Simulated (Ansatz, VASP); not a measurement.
One calculation of Si, two programs

The input INCAR:

```
PREC = Accurate
ENCUT = 520
EDIFF = 1E-6
ISMEAR = 0
SIGMA = 0.05
LREAL = False
LASPH = True
NELM = 80
ALGO = Normal
ISIF = 2
LWAVE = False
LCHARG = True
GGA = CA
LELF = True
LVHAR = True
NBANDS = 26
```

KPOINTS

```
Automatic mesh
0
Gamma
  6 6 6
```

POSCAR

```
Si
1.0
    5.4702989546     -0.0998643114      0.5001990493
    0.0998643114     -5.2410342555      0.1572604009
   -0.5001990493      0.1572604009     -5.7381392102
Si
8
Direct
    0.4826030146     -0.0123128283      0.0130185788
    0.0488824960      0.4648875430      0.0124649235
   -0.0115083235     -0.0329229291      0.4866835268
    0.4649870837      0.5575203519      0.5028127209
    0.7691973412      0.7805994356      0.7539194686
    0.2551524111      0.2723024978      0.7277795855
    0.2383794752      0.7249013047      0.2236793752
    0.7523065016      0.2450246245      0.2796418207
```

Input for Ansatz:

```yaml
crystal:
  lattice:
    - [5.4702989546, -0.0998643114, 0.5001990493]
    - [0.0998643114, -5.2410342555, 0.1572604009]
    - [-0.5001990493, 0.1572604009, -5.7381392102]
  atoms:
    - { symbol: Si, position: [0.4826030146, -0.0123128283, 0.0130185788] }
    - { symbol: Si, position: [0.048882496, 0.464887543, 0.0124649235] }
    - { symbol: Si, position: [-0.0115083235, -0.0329229291, 0.4866835268] }
    - { symbol: Si, position: [0.4649870837, 0.5575203519, 0.5028127209] }
    - { symbol: Si, position: [0.7691973412, 0.7805994356, 0.7539194686] }
    - { symbol: Si, position: [0.2551524111, 0.2723024978, 0.7277795855] }
    - { symbol: Si, position: [0.2383794752, 0.7249013047, 0.2236793752] }
    - { symbol: Si, position: [0.7523065016, 0.2450246245, 0.2796418207] }
basis:
  ecutwfc: 420
kpoints:
  mp_grid: { grid: [6, 6, 6] }
hamiltonian:
  xc: lda
scf:
  occupations: { method: gaussian, width: 0.05 }
output:
  forces: true
  stress: true
  eigenvalues: true
```

Change from the starting cell: all atoms moved at random (sigma 0.15 Å a component), cell strained at random (sigma 0.05).

Alike in both runs: task single point; functional LDA; k mesh 6 × 6 × 6; occupations gaussian, width 0.05 eV; no spin polarisation.

```csv
,VASP,Ansatz
version,VASP 6.6.1,Ansatz 0.2.0
potentials or method,"VASP PAW LDA potentials, release 64 (Si), cutoff 520 eV","scalar-relativistic, plane waves, PAW"
valence electrons in the cell,32,32
```

```tsv
	VASP	Ansatz	Ansatz less VASP
gap on the k mesh at the Fermi level (eV)	none	none	-
pressure (GPa)	1.1	1.1	-0.02
traceless stress, the component that is largest in VASP (GPa)	-14.79	-14.73	+0.058
rms of the force components (eV/Å)	2.359	2.360	+0.0011
```

LDA's correlation is that of Perdew and Zunger in VASP and of Perdew and Wang (1992) in Ansatz. Atom by atom the forces differ by 0.004 eV/Å (rms over components). A gap of «none» marks a metal or a gap that the smearing closes.
